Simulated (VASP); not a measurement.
# MnI4 (Im-3m) in VASP: single point with PBE

Aim: the single point of MnI4 with PBE.

All numbers are computed with VASP 6.6.1; they aren't measurements. Logs are shortened: lines on timing, memory, paths and dates and some standing lists are left out, and cuts for length are marked.

## 1. The cell of the first run

Symmetry: Im-3m, No. 229, cubic system. Conventional cell: a = 7.203 Å, b = 7.203 Å, c = 7.203 Å, α = 90.00°, β = 90.00°, γ = 90.00°. Within 4.1 Å of Mn (site symmetry m-3m) lie 8 I at 3.12 Å. I (site symmetry -3m) has 2 Mn at 3.12 Å and 6 I at 3.60 Å within 4.1 Å.

## 2. Single point, PBE, collinear spin, ferromagnetic start

INCAR reads:

```
SYSTEM = MnI4
ALGO     = Normal         ! electronic algorithm
EDIFF    = 1E-6           ! SCF threshold, eV
ENCUT    = 520            ! plane-wave cutoff, eV
GGA      = PE             ! functional
ISIF     = 2              ! what is computed and relaxed
ISMEAR   = 0              ! smearing method
ISPIN    = 2              ! spin polarisation
LASPH    = .True.         ! aspherical terms in the spheres
LCHARG   = .True.         ! write CHGCAR
LELF     = .True.         ! ELF
LMAXMIX  = 4              ! l up to which the mixer works
LORBIT   = 11             ! projections on sites
LREAL    = .False.        ! projectors in reciprocal space
LVHAR    = .True.       
LWAVE    = .False.        ! write WAVECAR
MAGMOM   = 4 0 0 0 0      ! initial moments
NBANDS   = 32             ! bands
NELM     = 150            ! most SCF steps
PREC     = Accurate       ! precision mode
SIGMA    = 0.1            ! smearing width, eV
```

KPOINTS reads:

```
k-points
0
Gamma
  4 4 4
  0 0 0
```

POSCAR reads:

```
MnI4
1.0
   -3.6016185700      3.6016185700      3.6016185700
    3.6016185700     -3.6016185700      3.6016185700
    3.6016185700      3.6016185700     -3.6016185700
Mn I
1 4
Direct
    0.0000000000      0.0000000000      0.0000000000
    0.5000000000      0.5000000000      0.5000000000
    0.5000000000      0.0000000000      0.0000000000
    0.0000000000      0.0000000000      0.5000000000
    0.0000000000      0.5000000000      0.0000000000
```

Potentials or basis: VASP PAW PBE potentials, release 64 (Mn_pv, I).

The run is started by

```bash
$ cat potpaw_PBE.64/Mn_pv/POTCAR potpaw_PBE.64/I/POTCAR > POTCAR
$ mpirun -np 1 vasp_std > vasp.out
```

OUTCAR:

```text
SYSTEM = MnI4
   EDIFF = 1E-6
   ENCUT = 520
   GGA = PE
   ISIF = 2
   ISMEAR = 0
   ISPIN = 2
   LASPH = .True.
   LORBIT = 11
   LREAL = .False.
   NELM = 150
   PREC = Accurate

 ion  position               nearest neighbor table
   1  0.000  0.000  0.000-   2 3.12   3 3.12   4 3.12   5 3.12   4 3.12   5 3.12   3 3.12   2 3.12

   2  0.500  0.500  0.500-   1 3.12   1 3.12
   3  0.500  0.000  0.000-   1 3.12   1 3.12
   4  0.000  0.000  0.500-   1 3.12   1 3.12
   5  0.000  0.500  0.000-   1 3.12   1 3.12

  LATTYP: Found a body centered cubic cell.
 ALAT       =     7.2032371400

  Lattice vectors:

 A1 = (  -3.6016185700,   3.6016185700,   3.6016185700)
 A2 = (   3.6016185700,  -3.6016185700,   3.6016185700)
 A3 = (   3.6016185700,   3.6016185700,  -3.6016185700)

Analysis of symmetry for initial positions (statically):
=====================================================================
 Subroutine PRICEL returns:
 Original cell was already a primitive cell.

 Routine SETGRP: Setting up the symmetry group for a
 body centered cubic supercell.

 Subroutine GETGRP returns: Found 48 space group operations
 (whereof 48 operations were pure point group operations)
 out of a pool of 48 trial point group operations.

The static configuration has the point symmetry O_h .

Analysis of symmetry for dynamics (positions and initial velocities):
=====================================================================
 Subroutine PRICEL returns:
 Original cell was already a primitive cell.

 Routine SETGRP: Setting up the symmetry group for a
 body centered cubic supercell.

 Subroutine GETGRP returns: Found 48 space group operations
 (whereof 48 operations were pure point group operations)
 out of a pool of 48 trial point group operations.

The dynamic configuration has the point symmetry O_h .

Analysis of structural, dynamic, and magnetic symmetry:
=====================================================================
 Subroutine PRICEL returns:
 Original cell was already a primitive cell.

 Routine SETGRP: Setting up the symmetry group for a
 body centered cubic supercell.

 Subroutine GETGRP returns: Found 48 space group operations
 (whereof 48 operations were pure point group operations)
 out of a pool of 48 trial point group operations.

The overall configuration has the point symmetry O_h .

 Subroutine INISYM returns: Found 48 space group operations
 (whereof 48 operations are pure point group operations),
 and found     1 'primitive' translations

----------------------------------------------------------------------------------------

                                     Primitive cell

  volume of cell :     186.8758

  direct lattice vectors                    reciprocal lattice vectors
    -3.601618570  3.601618570  3.601618570     0.000000000  0.138826472  0.138826472
     3.601618570 -3.601618570  3.601618570     0.138826472  0.000000000  0.138826472
     3.601618570  3.601618570 -3.601618570     0.138826472  0.138826472  0.000000000

  length of vectors
     6.238186353  6.238186353  6.238186353     0.196330280  0.196330280  0.196330280

  position of ions in fractional coordinates (direct lattice)
     0.000000000  0.000000000  0.000000000
     0.500000000  0.500000000  0.500000000
     0.500000000  0.000000000  0.000000000
     0.000000000  0.000000000  0.500000000
     0.000000000  0.500000000  0.000000000

  ion indices of the primitive-cell ions
   primitive index   ion index
                 1           1
                 2           2
                 3           3
                 4           4
                 5           5

----------------------------------------------------------------------------------------

 KPOINTS: k-points

Automatic generation of k-mesh.
 Grid dimensions read from file:
 generate k-points for:    4    4    4

 Generating k-lattice:

  Cartesian coordinates                     Fractional coordinates (reciprocal lattice)
     0.000000000  0.034706618  0.034706618     0.250000000  0.000000000  0.000000000
     0.034706618  0.000000000  0.034706618     0.000000000  0.250000000  0.000000000
     0.034706618  0.034706618  0.000000000     0.000000000  0.000000000  0.250000000

  Length of vectors
     0.049082570  0.049082570  0.049082570

  Shift w.r.t. Gamma in fractional coordinates (k-lattice)
     0.000000000  0.000000000  0.000000000

 Subroutine IBZKPT returns following result:
 ===========================================

 Found      8 irreducible k-points:

 Following reciprocal coordinates:
            Coordinates               Weight
  0.000000  0.000000  0.000000      1.000000
  0.250000  0.000000  0.000000     12.000000
  0.500000  0.000000  0.000000      6.000000
  0.250000  0.250000  0.000000     24.000000
  0.250000  0.250000  0.250000      2.000000
 -0.250000  0.250000  0.250000      6.000000
  0.500000  0.500000  0.250000     12.000000
  0.500000  0.500000  0.500000      1.000000
   k-points           NKPTS =      8   k-points in BZ     NKDIM =      8   number of bands    NBANDS=     32
   number of dos      NEDOS =    301   number of ions     NIONS =      5
   total plane-waves  NPLWV = 110592
   dimension x,y,z NGX =    48 NGY =   48 NGZ =   48
   dimension x,y,z NGXF=    96 NGYF=   96 NGZF=   96
   ions per type =               1   4
   NGX,Y,Z   is equivalent  to a cutoff of  12.79, 12.79, 12.79 a.u.
   NGXF,Y,Z  is equivalent  to a cutoff of  25.58, 25.58, 25.58 a.u.
 SYSTEM =  MnI4
   PREC   = accura    normal or accurate (medium, high low for compatibility)
   ISTART =      0    job   : 0-new  1-cont  2-samecut
   ICHARG =      2    charge: 1-file 2-atom 10-const
   ISPIN  =      2    spin polarized calculation?
   LNONCOLLINEAR =      F non collinear calculations
   LSORBIT =      F    spin-orbit coupling
   LASPH  =      T    aspherical Exc in radial PAW
   ENCUT  =  520.0 eV  38.22 Ry    6.18 a.u.  11.60 11.60 11.60*2*pi/ulx,y,z
   NELM   =    150;   NELMIN=  2; NELMDL= -5     # of ELM steps
   EDIFF  = 0.1E-05   stopping-criterion for ELM
   LREAL  =      F    real-space projection
   EDIFFG = 0.1E-04   stopping-criterion for IOM
   NSW    =      0    number of steps for IOM
   IBRION =     -1    ionic relax: 0-MD 1-quasi-New 2-CG
   NFREE  =      0    steps in history (QN), initial steepest desc. (CG)
   ISIF   =      2    stress and relaxation
   ISYM   =      2    0-nonsym 1-usesym 2-fastsym
   POTIM  = 0.5000    time-step for ionic-motion
   TEBEG  =    0.0;   TEEND  =   0.0 temperature during run
   PSTRESS=    0.0 pullay stress
   NELECT =      41.0000    total number of electrons
   NUPDOWN=      -1.0000    fix difference up-down
   EMIN   =  10.00;   EMAX   =-10.00  energy-range for DOS
   EFERMI =   0.00;   METHOD = LEGACY
   ISMEAR =     0;   SIGMA  =   0.10  broadening in eV -4-tet -1-fermi 0-gaus
   EFERMI_NEDOS =   21; number of points for ismear=-14 and -15
   IALGO  =     38    algorithm
   IMIX   =      4    mixing-type and parameters
     AMIX     =   0.40;   BMIX     =  1.00
     AMIX_MAG =   1.60;   BMIX_MAG =  1.00
  volume/ion in A,a.u.               =      37.38       252.22
  Fermi-wavevector in a.u.,A,eV,Ry     =   0.987382  1.865881 13.264627  0.974923
  Thomas-Fermi vector in A             =   2.118832
   LORBIT       =     11    0 simple, 1 ext, 2 COOP (PROOUT), +10 PAW based schemes
   GGA     = PE    functional components
   LHFCALC =     F    Hartree Fock is set to
   AEXX    =    0.0000 exact exchange contribution
   IVDW    =     0    specifies the selected vdW correction
   LEPSILON=     F    determine dielectric tensor
   LRPA    =     F    only Hartree local field effects (RPA)
 spin polarized calculation
 Gauss-broadening in eV      SIGMA  =   0.10
  energy-cutoff  :      520.00
  volume of cell :      186.88
 maximum number of plane-waves:      5048
 NGX is ok and might be reduce to    48
   NGX = 23   NGY = 23   NGZ = 23

 number of electron      41.0000006 magnetization       4.6434520

 Free energy of the ion-electron system (eV)
  ---------------------------------------------------
  ext. energy  EPLUGINS =         0.00000000
  ---------------------------------------------------
  free energy    TOTEN  =       -14.22975478 eV

  energy without entropy =      -14.20121005  energy(sigma->0) =      -14.21548242

 E-fermi :   3.3525     XC(G=0):  -8.3398

 val. band max:        3.3420742967   @ k =   0.2500   0.0000   0.0000
 cond. band min:       3.3759966954   @ k =   0.5000   0.5000   0.2500
 fundamental gap:      0.0339223987
 Fermi energy:         3.3524740496

 spin component 1

 k-point     1 :       0.0000    0.0000    0.0000
  band No.  band energies     occupation
      1     -47.5389      1.00000
      2     -47.5389      1.00000
      3     -47.5389      1.00000
      4      -9.8023      1.00000
      5      -8.4726      1.00000
      6      -8.4726      1.00000
[... 269 lines left out ...]
     31      10.2417      0.00000
     32      10.7335      0.00000
 Fermi energy:         3.3524740496

 spin component 2

 k-point     1 :       0.0000    0.0000    0.0000
  band No.  band energies     occupation
      1     -42.9043      1.00000
      2     -42.9043      1.00000
      3     -42.9043      1.00000
      4      -9.7919      1.00000
      5      -8.4781      1.00000
      6      -8.4781      1.00000
[... 269 lines left out ...]
     31      10.3154      0.00000
     32      10.7333      0.00000

------------------------ aborting loop because EDIFF is reached ----------------------------------------

  FORCE on cell =-STRESS in cart. coord.  units (eV):
  Direction    XX          YY          ZZ          XY          YZ          ZX
  --------------------------------------------------------------------------------------
  -------------------------------------------------------------------------------------
  Total        0.2079409      0.2079409      0.2079409     -0.0000000     -0.0000000      0.0000000
  in kB        1.7827785      1.7827785      1.7827785     -0.0000000     -0.0000000      0.0000000
  external PRESSURE =       1.7827785 kB  Pullay stress =       0.0000000 kB

 VOLUME and BASIS-vectors are now :
 -----------------------------------------------------------------------------
  energy-cutoff  :      520.00
  volume of cell :      186.88
      direct lattice vectors                 reciprocal lattice vectors
    -3.601618570  3.601618570  3.601618570     0.000000000  0.138826472  0.138826472
     3.601618570 -3.601618570  3.601618570     0.138826472  0.000000000  0.138826472
     3.601618570  3.601618570 -3.601618570     0.138826472  0.138826472  0.000000000

 POSITION                                       TOTAL-FORCE (eV/Angst)
 -----------------------------------------------------------------------------------
      0.00000      0.00000      0.00000         0.000000     -0.000000     -0.000000
      1.80081      1.80081      1.80081        -0.000000      0.000000     -0.000000
     -1.80081      1.80081      1.80081        -0.000000      0.000000     -0.000000
      1.80081      1.80081     -1.80081         0.000000     -0.000000      0.000000
      1.80081     -1.80081      1.80081         0.000000      0.000000      0.000000
 -----------------------------------------------------------------------------------
    total drift:                                0.000000      0.000000     -0.000000

  FREE ENERGIE OF THE ION-ELECTRON SYSTEM (eV)
  ---------------------------------------------------
  free  energy   TOTEN  =       -14.2297547801 eV

  energy  without entropy=      -14.2012100516  energy(sigma->0) =      -14.21548242

 total charge

# of ion       s       p       d       tot
------------------------------------------
    1        0.184   6.092   4.902  11.179
    2        1.535   2.679   0.018   4.232
    3        1.535   2.679   0.018   4.232
    4        1.535   2.679   0.018   4.232
    5        1.535   2.679   0.018   4.232
--------------------------------------------------
tot          6.325  16.807   4.976  28.108

 magnetization (x)

# of ion       s       p       d       tot
------------------------------------------
    1        0.051   0.026   4.277   4.355
    2        0.004  -0.016   0.002  -0.010
    3        0.004  -0.016   0.002  -0.010
    4        0.004  -0.016   0.002  -0.010
    5        0.004  -0.016   0.002  -0.010
--------------------------------------------------
tot          0.067  -0.038   4.286   4.315
```

Run time: 2.6 min. Hardware: 1 thread of Intel Xeon Platinum 8375C at 2.90GHz (Ice Lake), shared host; peak memory 0.43 GiB.

Results:

| Property | Result |
| --- | --- |
| Free energy | -14.2298 eV |
| Pressure | 0.2 GPa |
| Net moment | 4.64 μB per cell |
| Site moments | Mn +4.36; I -0.01 μB |
| Valence electrons inside the program's atomic spheres | Mn 11.18; I 4.23 |

Levels at points of the mesh, in eV from the Fermi level:
Spin up:
| k point | band 19 | band 20 | band 21 | band 22 | band 23 | band 24 | band 25 | band 26 |
| --- | --- | --- | --- | --- | --- | --- | --- | --- |
| (0.00, 0.00, 0.00) | -0.50 | -0.48 | -0.48 | -0.48 | 0.22 | 0.77 | 0.77 | 4.07 |
| (0.50, 0.00, 0.00) | -1.87 | -1.47 | -1.44 | -1.02 | 0.06 | 0.25 | 2.62 | 3.98 |
| (0.50, 0.50, 0.50) | 0.28 | 0.28 | 0.28 | 0.29 | 0.29 | 0.29 | 3.45 | 3.45 |
Spin down:
| k point | band 16 | band 17 | band 18 | band 19 | band 20 | band 21 |
| --- | --- | --- | --- | --- | --- | --- |
| (0.00, 0.00, 0.00) | -0.48 | 0.18 | 0.75 | 0.75 | 0.77 | 0.77 |
| (0.50, 0.00, 0.00) | -1.52 | -1.45 | -0.06 | 0.05 | 0.82 | 0.87 |
| (0.50, 0.50, 0.50) | -0.52 | 0.27 | 0.27 | 0.27 | 1.17 | 1.17 |

Caveat: spin-orbit coupling is left out, which moves the levels of the heavy elements; semilocal functionals often make such compounds metallic where correlation or magnetic order opens a gap, which also shifts bond lengths.
